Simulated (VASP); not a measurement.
## In2O3: single point with LDA

**What was measured.**

From “Fabrication and performance enhancement of an In2O3/BiVO4 heterojunction for N-butanol gas sensing applications”, 2024, pmc:11650617, for a powder of In2O3: band gap 3.08 eV (optical).

The system is In2O3.

```
In O
1.0
     2.73050    1.57645    4.78976
    -2.73050    1.57645    4.78976
     0.00000   -3.15291    4.78976
In O
4 6
Cartesian
  0.0000 0.0000 5.1396
  0.0000 0.0000 2.0450
  0.0000 0.0000 9.2297
  0.0000 0.0000 12.3243
  -1.1166 1.5765 8.3821
  -0.8070 -1.7552 8.3821
  1.9235 0.1787 8.3821
  1.1166 -1.5765 5.9872
  0.8070 1.7552 5.9872
  -1.9235 -0.1787 5.9872
```

```json
{
  "Program": "VASP 6.6.1",
  "Task": "single point",
  "Functional": "LDA",
  "Potentials or basis": "VASP PAW LDA potentials, release 64 (In_d, O)",
  "Cutoff": "520 eV",
  "k mesh": "6 × 6 × 6",
  "Occupations": "fermi-dirac, width 0.02 eV",
  "Spin": "no spin polarisation"
}
```

- Pressure: 0.8 GPa
- Largest force: 0.005 eV/Å
- Band gap on the k mesh: 1.32 eV (least direct gap 1.35 eV)

Forces in eV/Å, atoms in the order of the input:
```
In   0.000  0.000  0.001
In   0.000  0.000 -0.001
In   0.000  0.000 -0.001
In   0.000  0.000  0.001
O   -0.005  0.000  0.000
O    0.003 -0.004  0.000
O    0.003  0.004  0.000
O    0.005  0.000  0.000
O   -0.003  0.004  0.000
O   -0.003 -0.004  0.000
```

Stress tensor (GPa, compression positive):
```
0.89 0.00 0.00
0.00 0.89 0.00
0.00 0.00 0.71
```

Levels at points of the mesh, in eV from the valence-band top:
| k point | band 42 | band 43 | band 44 | band 45 | band 46 | band 47 |
| --- | --- | --- | --- | --- | --- | --- |
| (0.00, 0.00, 0.00) | -0.28 | -0.03 | -0.03 | 1.32 | 5.41 | 6.27 |
| (0.50, 0.00, 0.00) | -0.75 | -0.07 | -0.07 | 4.99 | 4.99 | 5.87 |
| (0.50, 0.50, 0.00) | -0.34 | -0.08 | -0.04 | 5.25 | 5.52 | 6.46 |
| (0.50, 0.50, 0.50) | -0.20 | -0.20 | -0.20 | 4.43 | 4.43 | 7.21 |

Wall time 2.8 min on 1 thread of Intel(R) Xeon(R) 6975P-C (Granite Rapids), with other jobs on the host, peak memory 0.34 GiB.

A measured gap of In2O3 is 3.08 eV (optical; powder; “Fabrication and performance enhancement of an In2O3/BiVO4 heterojunction for N-butanol gas sensing applications”, 2024, pmc:11650617); the calculated 1.32 eV misses it by -1.76 eV. So large a miss can be the level of theory's own, or it may mean another phase, state or a wrong row. Spin-orbit coupling on In is left out. The value is that of LDA on a finite k mesh, which can miss the band edges, without temperature or zero-point motion. Semilocal functionals fall short of measured gaps as a rule.

Caveat: spin-orbit coupling is left out, which moves the levels of the heavy elements.
